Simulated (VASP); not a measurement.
# C18Se in VASP: single point with LDA

Aim: the single point of C18Se with LDA.

Everything below comes from runs of VASP 6.6.1. Logs are shortened: lines on timing, memory, paths and dates and some standing lists are left out, and cuts for length are marked.

### Step 1. The cell of the first run

The cell holds a slab with vacuum, 19 atoms: a = 7.398 Å, b = 7.398 Å, c = 11.000 Å, α = 90.00°, β = 90.00°, γ = 120.00°.

### Step 2. Single point, LDA

INCAR

```
SYSTEM = C18Se
ALGO = Normal ; EDIFF = 1E-6
ENCUT = 520 ; ISIF = 2
ISMEAR = -1 ; LASPH = .TRUE.
LCHARG = .TRUE. ; LELF = .TRUE.
LREAL = Auto ; LVHAR = .TRUE.
LWAVE = .FALSE. ; NBANDS = 54
NELM = 100 ; PREC = Accurate
SIGMA = 0.05
```

KPOINTS

```
k-points
0
G
  2 2 1
  0 0 0
```

POSCAR

```
C18Se
1.0
    7.3980000000      0.0000000000      0.0000000000
   -3.6990000000      6.4068560000      0.0000000000
    0.0000000000      0.0000000000     11.0000000000
C Se
18 1
Direct
   -0.0041766078     -0.0057747223      0.1107577146
    0.2205137529      0.1102555018      0.0907147604
   -0.0029283408      0.3337070535      0.0907181299
    0.2149190050      0.4409174535      0.0845316857
   -0.0067044180      0.6616688729      0.0861681487
    0.2162211078      0.7738555058      0.0861114972
    0.3284269833     -0.0032154878      0.0861710466
    0.5484794719      0.1064756138      0.0861760569
    0.3277171967      0.3280990362      0.0845140335
    0.5503867106      0.4396650567      0.0826944865
    0.3264901160      0.6635749315      0.0827175115
    0.5491477878      0.7751250713      0.0845672377
    0.6563748998     -0.0070081750      0.0907502779
    0.8810359674      0.1090139999      0.1107446707
    0.6606612960      0.3294105810      0.0860973878
    0.8835977898      0.4416154823      0.0861775609
    0.6619498630      0.6623318957      0.0845586313
    0.8798092219      0.7695620875      0.0907547952
    0.9384026966      1.0515943417      0.2878017670
```

Potentials or basis: VASP PAW LDA potentials, release 64 (C, Se).

Run with:

```console
$ cat potpaw_LDA.64/C/POTCAR potpaw_LDA.64/Se/POTCAR > POTCAR
$ mpirun -np 1 vasp_std > vasp.out
```

OUTCAR:

```text
SYSTEM = C18Se
   EDIFF = 1E-6
   ENCUT = 520
   ISIF = 2
   ISMEAR = -1
   LASPH = .TRUE.
   LREAL = Auto
   NELM = 100
   PREC = Accurate

 ion  position               nearest neighbor table
   1  0.996  0.994  0.111-  18 1.46   2 1.46  14 1.47  19 2.08
   2  0.221  0.110  0.091-   9 1.40   7 1.42   1 1.46
   3  0.997  0.334  0.091-   4 1.40  16 1.42  14 1.46
   4  0.215  0.441  0.085-   3 1.40  11 1.43   9 1.45
   5  0.993  0.662  0.086-  16 1.41  18 1.42   6 1.43
   6  0.216  0.774  0.086-  11 1.41   5 1.43   7 1.43
   7  0.328  0.997  0.086-   8 1.41   2 1.42   6 1.43
   8  0.548  0.106  0.086-   7 1.41  13 1.42  15 1.43
   9  0.328  0.328  0.085-   2 1.40  10 1.43   4 1.45
  10  0.550  0.440  0.083-  15 1.41  17 1.43   9 1.43
  11  0.326  0.664  0.083-   6 1.41   4 1.43  12 1.43
  12  0.549  0.775  0.085-  13 1.40  11 1.43  17 1.45
  13  0.656  0.993  0.091-  12 1.40   8 1.42  14 1.46
  14  0.881  0.109  0.111-  13 1.46   3 1.46   1 1.47  19 2.08
  15  0.661  0.329  0.086-  10 1.41   8 1.43  16 1.43
  16  0.884  0.442  0.086-   5 1.41   3 1.42  15 1.43
  17  0.662  0.662  0.085-  18 1.40  10 1.43  12 1.45
  18  0.880  0.770  0.091-  17 1.40   5 1.42   1 1.46
  19  0.938  0.052  0.288-   1 2.08  14 2.08

  LATTYP: Found a hexagonal cell.
 ALAT       =     7.3980000000
 C/A-ratio  =     1.4868883482

  Lattice vectors:

 A1 = (   7.3980000000,   0.0000000000,   0.0000000000)
 A2 = (  -3.6990000000,   6.4068560000,   0.0000000000)
 A3 = (   0.0000000000,   0.0000000000,  11.0000000000)

Analysis of symmetry for initial positions (statically):
=====================================================================
 Subroutine PRICEL returns:
 Original cell was already a primitive cell.

 Routine SETGRP: Setting up the symmetry group for a
 hexagonal supercell.

 Subroutine GETGRP returns: Found  1 space group operations
 (whereof  1 operations were pure point group operations)
 out of a pool of 24 trial point group operations.

The static configuration has the point symmetry C_1 .

Analysis of symmetry for dynamics (positions and initial velocities):
=====================================================================
 Subroutine PRICEL returns:
 Original cell was already a primitive cell.

 Routine SETGRP: Setting up the symmetry group for a
 hexagonal supercell.

 Subroutine GETGRP returns: Found  1 space group operations
 (whereof  1 operations were pure point group operations)
 out of a pool of 24 trial point group operations.

[... 118 lines left out ...]
   NFREE  =      0    steps in history (QN), initial steepest desc. (CG)
   ISIF   =      2    stress and relaxation
   ISYM   =      2    0-nonsym 1-usesym 2-fastsym
   POTIM  = 0.5000    time-step for ionic-motion
   TEBEG  =    0.0;   TEEND  =   0.0 temperature during run
   PSTRESS=    0.0 pullay stress
   NELECT =      78.0000    total number of electrons
   NUPDOWN=      -1.0000    fix difference up-down
   EMIN   =  10.00;   EMAX   =-10.00  energy-range for DOS
   EFERMI =   0.00;   METHOD = LEGACY
   ISMEAR =    -1;   SIGMA  =   0.05  broadening in eV -4-tet -1-fermi 0-gaus
   EFERMI_NEDOS =   21; number of points for ismear=-14 and -15
   IALGO  =     38    algorithm
   IMIX   =      4    mixing-type and parameters
     AMIX     =   0.40;   BMIX     =  1.00
     AMIX_MAG =   1.60;   BMIX_MAG =  1.00
  volume/ion in A,a.u.               =      27.44       185.18
  Fermi-wavevector in a.u.,A,eV,Ry     =   0.869072  1.642308 10.276289  0.755286
  Thomas-Fermi vector in A             =   1.987841
   LORBIT       =      0    0 simple, 1 ext, 2 COOP (PROOUT), +10 PAW based schemes
   GGA     = CA    functional components
   LHFCALC =     F    Hartree Fock is set to
   AEXX    =    0.0000 exact exchange contribution
   IVDW    =     0    specifies the selected vdW correction
   LEPSILON=     F    determine dielectric tensor
   LRPA    =     F    only Hartree local field effects (RPA)
 non-spin polarized calculation
  energy-cutoff  :      520.00
  volume of cell :      521.38
 maximum number of plane-waves:     14099
 NGX is ok and might be reduce to    56
   NGX = 27   NGY = 27   NGZ = 41

 number of electron      77.9999999 magnetization

 Free energy of the ion-electron system (eV)
  ---------------------------------------------------
  ext. energy  EPLUGINS =         0.00000000
  ---------------------------------------------------
  free energy    TOTEN  =      -182.99888933 eV

  energy without entropy =     -182.98780238  energy(sigma->0) =     -182.99334585

 E-fermi :  -1.5145     XC(G=0):  -4.6005

 val. band max:       -1.6542281213   @ k =   0.0000   0.0000   0.0000
 cond. band min:      -1.3744555810   @ k =   0.0000   0.0000   0.0000
 fundamental gap:      0.2797725404
 Fermi energy:        -1.5145303339

 k-point     1 :       0.0000    0.0000    0.0000
  band No.  band energies     occupation
      1     -21.0455      2.00000
      2     -19.0305      2.00000
      3     -18.3921      2.00000
      4     -18.3868      2.00000
      5     -18.3486      2.00000
      6     -18.2686      2.00000
[... 205 lines left out ...]
     50       4.5414      0.00000
     51       4.6884      0.00000
 [bands above 51 left out]

------------------------ aborting loop because EDIFF is reached ----------------------------------------

  FORCE on cell =-STRESS in cart. coord.  units (eV):
  Direction    XX          YY          ZZ          XY          YZ          ZX
  --------------------------------------------------------------------------------------
  -------------------------------------------------------------------------------------
  Total       -6.3612404     -6.9836048      0.0160398     -0.5289310      0.0044159     -0.0042116
  in kB      -19.5479138    -21.4604221      0.0492898     -1.6253900      0.0135700     -0.0129422
  external PRESSURE =     -13.6530154 kB  Pullay stress =       0.0000000 kB

 VOLUME and BASIS-vectors are now :
 -----------------------------------------------------------------------------
  energy-cutoff  :      520.00
  volume of cell :      521.38
      direct lattice vectors                 reciprocal lattice vectors
     7.398000000  0.000000000  0.000000000     0.135171668  0.078041398  0.000000000
    -3.699000000  6.406856000  0.000000000     0.000000000  0.156082796  0.000000000
     0.000000000  0.000000000 11.000000000     0.000000000  0.000000000  0.090909091

 POSITION                                       TOTAL-FORCE (eV/Angst)
 -----------------------------------------------------------------------------------
      3.68946      6.36986      1.21833         0.027963     -0.009790     -0.010737
      1.22353      0.70639      0.99786        -0.006016     -0.003211     -0.001907
      6.14195      2.13801      0.99790         0.001339      0.002307     -0.003357
     -0.04098      2.82489      0.92985         0.000235     -0.008504     -0.001321
      4.90089      4.23922      0.94785        -0.000204     -0.004746     -0.002116
     -1.26289      4.95798      0.94723         0.004316      0.000281     -0.001207
[... 11 lines left out ...]
      3.66222      4.93047      0.99830        -0.001940     -0.005428     -0.013014
      6.75146      0.33056      3.16582        -0.000105      0.003079      0.070346
 -----------------------------------------------------------------------------------
    total drift:                               -0.017941      0.009075      0.037046

  FREE ENERGIE OF THE ION-ELECTRON SYSTEM (eV)
  ---------------------------------------------------
  free  energy   TOTEN  =      -182.9988893272 eV

  energy  without entropy=     -182.9878023769  energy(sigma->0) =     -182.99334585
```

stdout:

```text
POSCAR found type information on POSCAR C Se
 POSCAR found :  2 types and      19 ions
 scaLAPACK will be used
 LDA part: xc-table for (Slater(with rela. corr.)+CA(PZ))
 , standard interpolation
 POSCAR, INCAR and KPOINTS ok, starting setup
 FFT: planning ... GRIDC
 FFT: planning ... GRID_SOFT
 FFT: planning ... GRID
 WAVECAR not read
 entering main loop
```

Wall time 3.5 min (1 thread of Intel Xeon 6975P-C (Granite Rapids), shared host); peak memory 0.44 GiB.

Results:

| Property | Result |
| --- | --- |
| Free energy | -182.9989 eV |
| Largest force | 0.070 eV/Å |
| Band gap on the k mesh | 0.28 eV |

Forces in eV/Å, atoms in the order of the input:
```
C    0.028 -0.010 -0.011
C   -0.006 -0.003 -0.002
C    0.001  0.002 -0.003
C    0.000 -0.009 -0.001
C    0.000 -0.005 -0.002
C    0.004  0.000 -0.001
C   -0.002  0.001  0.001
C    0.003  0.004 -0.001
C   -0.004  0.002  0.003
C   -0.003  0.005 -0.004
C   -0.001  0.000 -0.001
C   -0.002  0.001 -0.009
C   -0.003 -0.004 -0.007
C   -0.027  0.021 -0.009
C    0.007  0.000  0.002
C    0.007 -0.002 -0.005
C    0.000 -0.002 -0.007
C   -0.002 -0.005 -0.013
Se   0.000  0.003  0.070
```

Caveat: the k points lie up to 0.49 Å⁻¹ apart; there is no dipole correction, which matters where the two faces differ.
